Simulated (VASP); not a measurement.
# Sb2Pt (Fm-3m) in VASP: a series of runs, part 2 of 2

VASP 6.6.1.

## 4. Single point, PBE

INCAR reads:

```
SYSTEM = Sb2Pt
PREC = Accurate
ENCUT = 520
EDIFF = 1E-6
ISMEAR = 0
SIGMA = 0.1
LREAL = .FALSE.
LASPH = .TRUE.
NELM = 80
ALGO = Normal
ISIF = 2
LWAVE = .FALSE.
LCHARG = .TRUE.
GGA = PE
LELF = .TRUE.
LVHAR = .TRUE.
NBANDS = 17
```

KPOINTS reads:

```
regular mesh
0
G
  10 10 10
  0 0 0
```

POSCAR reads:

```
Sb2Pt
1.0
    0.0000000000      3.3206627033      3.3206627033
    3.3206627033      0.0000000000      3.3206627033
    3.3206627033      3.3206627033      0.0000000000
Sb Pt
2 1
Direct
    0.2500000000      0.2500000000      0.2500000000
    0.7500000000      0.7500000000      0.7500000000
    0.0000000000      0.0000000000      0.0000000000
```

Potentials or basis: VASP PAW PBE potentials, release 64 (Sb, Pt).

The run is started by

```console
cat potpaw_PBE.64/Sb/POTCAR potpaw_PBE.64/Pt/POTCAR > POTCAR
mpirun -np 1 vasp_std > vasp.out
```

OUTCAR:

```text
SYSTEM = Sb2Pt
   PREC = Accurate
   ENCUT = 520
   EDIFF = 1E-6
   ISMEAR = 0
   LREAL = .FALSE.
   LASPH = .TRUE.
   NELM = 80
   ISIF = 2
   GGA = PE

 ion  position               nearest neighbor table
   1  0.250  0.250  0.250-   3 2.88   3 2.88   3 2.88   3 2.88   2 3.32   2 3.32   2 3.32   2 3.32
                             2 3.32   2 3.32
   2  0.750  0.750  0.750-   3 2.88   3 2.88   3 2.88   3 2.88   1 3.32   1 3.32   1 3.32   1 3.32
                             1 3.32   1 3.32
   3  0.000  0.000  0.000-   2 2.88   2 2.88   2 2.88   1 2.88   2 2.88   1 2.88   1 2.88   1 2.88

  LATTYP: Found a face centered cubic cell.
 ALAT       =     6.6413254066

  Lattice vectors:

 A1 = (   0.0000000000,   3.3206627033,   3.3206627033)
 A2 = (   3.3206627033,   0.0000000000,   3.3206627033)
 A3 = (   3.3206627033,   3.3206627033,   0.0000000000)

Analysis of symmetry for initial positions (statically):
=====================================================================
 Subroutine PRICEL returns:
 Original cell was already a primitive cell.

 Routine SETGRP: Setting up the symmetry group for a
 face centered cubic supercell.

 Subroutine GETGRP returns: Found 48 space group operations
 (whereof 48 operations were pure point group operations)
 out of a pool of 48 trial point group operations.

The static configuration has the point symmetry O_h .

Analysis of symmetry for dynamics (positions and initial velocities):
=====================================================================
 Subroutine PRICEL returns:
 Original cell was already a primitive cell.

 Routine SETGRP: Setting up the symmetry group for a
 face centered cubic supercell.

 Subroutine GETGRP returns: Found 48 space group operations
 (whereof 48 operations were pure point group operations)
 out of a pool of 48 trial point group operations.

The dynamic configuration has the point symmetry O_h .

 Subroutine INISYM returns: Found 48 space group operations
 (whereof 48 operations are pure point group operations),
 and found     1 'primitive' translations

[... 117 lines left out ...]
  volume/ion in A,a.u.               =      24.41       164.73
  Fermi-wavevector in a.u.,A,eV,Ry     =   1.062144  2.007161 15.349411  1.128150
  Thomas-Fermi vector in A             =   2.197585
   LORBIT       =      0    0 simple, 1 ext, 2 COOP (PROOUT), +10 PAW based schemes
   GGA     = PE    functional components
   LHFCALC =     F    Hartree Fock is set to
   AEXX    =    0.0000 exact exchange contribution
   IVDW    =     0    specifies the selected vdW correction
   LEPSILON=     F    determine dielectric tensor
   LRPA    =     F    only Hartree local field effects (RPA)
 non-spin polarized calculation
 Gauss-broadening in eV      SIGMA  =   0.10
  energy-cutoff  :      520.00
  volume of cell :       73.23
 maximum number of plane-waves:      1989
   NGX = 17   NGY = 17   NGZ = 17

 number of electron      19.9999999 magnetization

 Free energy of the ion-electron system (eV)
  ---------------------------------------------------
  ext. energy  EPLUGINS =         0.00000000
  ---------------------------------------------------
  free energy    TOTEN  =       -15.23127031 eV

  energy without entropy =      -15.22705154  energy(sigma->0) =      -15.22916092

 E-fermi :   8.4436     XC(G=0): -10.4741

 val. band max:        8.4116048855   @ k =  -0.3000   0.2000   0.0000
 cond. band min:       8.4480840115   @ k =   0.5000   0.1000   0.0000
 fundamental gap:      0.0364791260
 Fermi energy:         8.4436281581

 k-point     1 :       0.0000    0.0000    0.0000
  band No.  band energies     occupation
      1      -4.0964      2.00000
      2       2.0864      2.00000
      3       3.1495      2.00000
      4       3.1495      2.00000
      5       3.1495      2.00000
      6       5.0960      2.00000
[... 457 lines left out ...]
      4       3.7038      2.00000
      5       3.7419      2.00000
      6       5.0726      2.00000
[... 9 lines left out ...]
     16      15.9805      0.00000
     17      16.4573      0.00000

 [... further k-points ...]

------------------------ aborting loop because EDIFF is reached ----------------------------------------

  FORCE on cell =-STRESS in cart. coord.  units (eV):
  Direction    XX          YY          ZZ          XY          YZ          ZX
  --------------------------------------------------------------------------------------
  -------------------------------------------------------------------------------------
  Total       -0.1160685     -0.1160685     -0.1160685      0.0000000     -0.0000000     -0.0000000
  in kB       -2.5393393     -2.5393393     -2.5393393      0.0000000     -0.0000000     -0.0000000
  external PRESSURE =      -2.5393393 kB  Pullay stress =       0.0000000 kB

 VOLUME and BASIS-vectors are now :
 -----------------------------------------------------------------------------
  energy-cutoff  :      520.00
  volume of cell :       73.23
      direct lattice vectors                 reciprocal lattice vectors
     0.000000000  3.320662703  3.320662703    -0.150572354  0.150572354  0.150572354
     3.320662703  0.000000000  3.320662703     0.150572354 -0.150572354  0.150572354
     3.320662703  3.320662703  0.000000000     0.150572354  0.150572354 -0.150572354

 POSITION                                       TOTAL-FORCE (eV/Angst)
 -----------------------------------------------------------------------------------
      1.66033      1.66033      1.66033         0.000000      0.000000     -0.000000
      4.98099      4.98099      4.98099        -0.000000      0.000000      0.000000
      0.00000      0.00000      0.00000        -0.000000     -0.000000     -0.000000
 -----------------------------------------------------------------------------------
    total drift:                               -0.000000      0.000000      0.000000

  FREE ENERGIE OF THE ION-ELECTRON SYSTEM (eV)
  ---------------------------------------------------
  free  energy   TOTEN  =       -15.2312703087 eV

  energy  without entropy=      -15.2270515400  energy(sigma->0) =      -15.22916092
```

OSZICAR:

```text
N       E                     dE             d eps       ncg     rms          rms(c)
DAV:   1     0.988155832316E+02    0.98816E+02   -0.79260E+03  1598   0.987E+02
DAV:   2    -0.110779384124E+02   -0.10989E+03   -0.10457E+03  2013   0.185E+02
DAV:   3    -0.154940648061E+02   -0.44161E+01   -0.43637E+01  1846   0.403E+01
DAV:   4    -0.155363839569E+02   -0.42319E-01   -0.42294E-01  1954   0.433E+00
DAV:   5    -0.155369576201E+02   -0.57366E-03   -0.57362E-03  1889   0.520E-01    0.738E+00
DAV:   6    -0.153314183203E+02    0.20554E+00   -0.13163E+00  1648   0.903E+00    0.399E+00
DAV:   7    -0.152539897650E+02    0.77429E-01   -0.20699E-01  1655   0.408E+00    0.250E+00
DAV:   8    -0.152313424452E+02    0.22647E-01   -0.57126E-02  1842   0.167E+00    0.245E-01
DAV:   9    -0.152310728791E+02    0.26957E-03   -0.19874E-03  1729   0.338E-01    0.200E-01
DAV:  10    -0.152312597521E+02   -0.18687E-03   -0.61511E-04  1682   0.143E-01    0.400E-02
DAV:  11    -0.152312670778E+02   -0.73257E-05   -0.89232E-05  1869   0.772E-02    0.207E-02
DAV:  12    -0.152312702076E+02   -0.31298E-05   -0.20356E-05  1709   0.331E-02    0.682E-03
DAV:  13    -0.152312703087E+02   -0.10107E-06   -0.13469E-06  1512   0.626E-03
   1 F= -.15231270E+02 E0= -.15229161E+02  d E =-.421877E-02
```

It took 41 s on 1 thread of Intel Xeon 6975P-C (Granite Rapids), shared host; peak memory 0.23 GiB.

What came out:

```yaml
Free_energy: -15.2313 eV
Pressure: -0.3 GPa
Band_gap_on_the_k_mesh: zero (bands 10 and 11 overlap by 1.95 eV)
```

Levels at points of the mesh, in eV from the Fermi level:
| k point | band 8 | band 9 | band 10 | band 11 | band 12 | band 13 |
| --- | --- | --- | --- | --- | --- | --- |
| (0.00, 0.00, 0.00) | 1.13 | 1.13 | 1.13 | 1.20 | 1.20 | 1.20 |
| (0.50, 0.00, 0.00) | -1.82 | -1.82 | -1.03 | -0.82 | 1.46 | 1.46 |
| (0.50, 0.50, 0.00) | -3.36 | -3.16 | -1.60 | 1.59 | 4.43 | 4.43 |

Caveat: spin-orbit coupling is left out, which moves the levels of the heavy elements.

## 5. Relaxation of cell and atoms, PBE

INCAR reads:

```
SYSTEM = Sb2Pt
PREC = Accurate ; ENCUT = 600
EDIFF = 1E-7 ; ISMEAR = 0
SIGMA = 0.1 ; LREAL = .FALSE.
LASPH = .TRUE. ; NELM = 60
ALGO = Normal ; ISIF = 3
LWAVE = .FALSE. ; LCHARG = .FALSE.
GGA = PE ; IBRION = 2
NSW = 100 ; EDIFFG = -0.01
```

KPOINTS reads:

```
Automatic mesh
0
G
  10 10 10
  0 0 0
```

POSCAR reads:

```
Sb2Pt
1.0
    0.0000000000      3.3222941546      3.3222941546
    3.3222941546      0.0000000000      3.3222941546
    3.3222941546      3.3222941546      0.0000000000
Sb Pt
2 1
Direct
    0.2500000000      0.2500000000      0.2500000000
    0.7500000000      0.7500000000      0.7500000000
    0.0000000000      0.0000000000      0.0000000000
```

The run is started by

```console
cat potpaw_PBE.64/Sb/POTCAR potpaw_PBE.64/Pt/POTCAR > POTCAR
mpirun -np 1 vasp_std > vasp.out
```

It took 72 s on 1 thread of Intel Xeon 6975P-C (Granite Rapids), shared host; peak memory 0.28 GiB.

It converged, with:

```yaml
Free_energy: -15.2314 eV
Relaxed_volume: 24.35 Å³/atom
Relaxed_cell: a = 4.692 Å, b = 4.692 Å, c = 4.692 Å, α = 60.00°, β = 60.00°, γ = 60.00°
Space_group_after_relaxing_to_0.1_Å: Fm-3m (No. 225)
Energy_gained_by_relaxing: 0.1 meV/atom
Ionic_steps: 3
Pressure_after_relaxing: 0.0 GPa
Band_gap_on_the_k_mesh: zero (bands 10 and 11 overlap by 1.94 eV)
```

The path:
| step | energy change (eV) | largest force (eV/Å) | pressure (GPa) | volume (Å³) |
| --- | --- | --- | --- | --- |
| 1 | 0.0000 | 0.0000 | -0.38 | 73.34 |
| 2 | 0.0001 | 0.0000 | 0.46 | 72.73 |
| 3 | -0.0003 | 0.0000 | 0.01 | 73.05 |

Final structure:
```yaml
crystal:
  lattice:
    - [0.00000, 3.31796, 3.31796]
    - [3.31796, 0.00000, 3.31796]
    - [3.31796, 3.31796, 0.00000]
  atoms:
    - { symbol: Sb, position: [0.25000, 0.25000, 0.25000] }
    - { symbol: Sb, position: [0.75000, 0.75000, 0.75000] }
    - { symbol: Pt, position: [0.00000, 0.00000, 0.00000] }
```

Levels at points of the mesh, in eV from the Fermi level:
```tsv
k point	band 6	band 7	band 8	band 9	band 10	band 11	band 12	band 13	band 14
(0.00, 0.00, 0.00)	-3.36	-3.36	1.13	1.13	1.13	1.20	1.20	1.20	3.01
(0.50, 0.00, 0.00)	-3.30	-3.30	-1.83	-1.83	-1.03	-0.81	1.46	1.46	5.70
(0.50, 0.50, 0.00)	-3.76	-3.76	-3.37	-3.17	-1.60	1.58	4.44	4.44	4.45
```

Caveat: spin-orbit coupling is left out, which moves the levels of the heavy elements.

## 6. Summary

```csv
task,cell,k mesh,cutoff (eV),smearing,gap on the mesh (eV),pressure (GPa),relaxed volume (Å³/atom)
single point,"a = 4.698 Å, angles 60.0°, 3 atoms",5 × 5 × 5,520,gaussian 0.2 eV,none,-0.3,-
relaxation of cell and atoms,"relaxed from a = 5.189 Å, angles 60.0°, 3 atoms",5 × 5 × 5,600,gaussian 0.2 eV,none,-0.5,24.51
single point,"a = 4.696 Å, angles 60.0°, 3 atoms",10 × 10 × 10,520,gaussian 0.1 eV,none,-0.3,-
relaxation of cell and atoms,"relaxed from a = 4.698 Å, angles 60.0°, 3 atoms",10 × 10 × 10,600,gaussian 0.1 eV,none,0.0,24.35
```

Alike in all rows: level PBE; potentials or basis VASP PAW PBE potentials, release 64 (Sb, Pt); no spin polarisation.

Caveats: spin-orbit coupling is left out, which moves the levels of the heavy elements; the volume moved by over 15 % at a fixed basis, so the end points are rough (at least some runs).

Total energies depend on the potentials used, so only differences within one code and one set of settings carry meaning.

The gap in the log of VASP goes by the Fermi energy; the results here count the filled bands.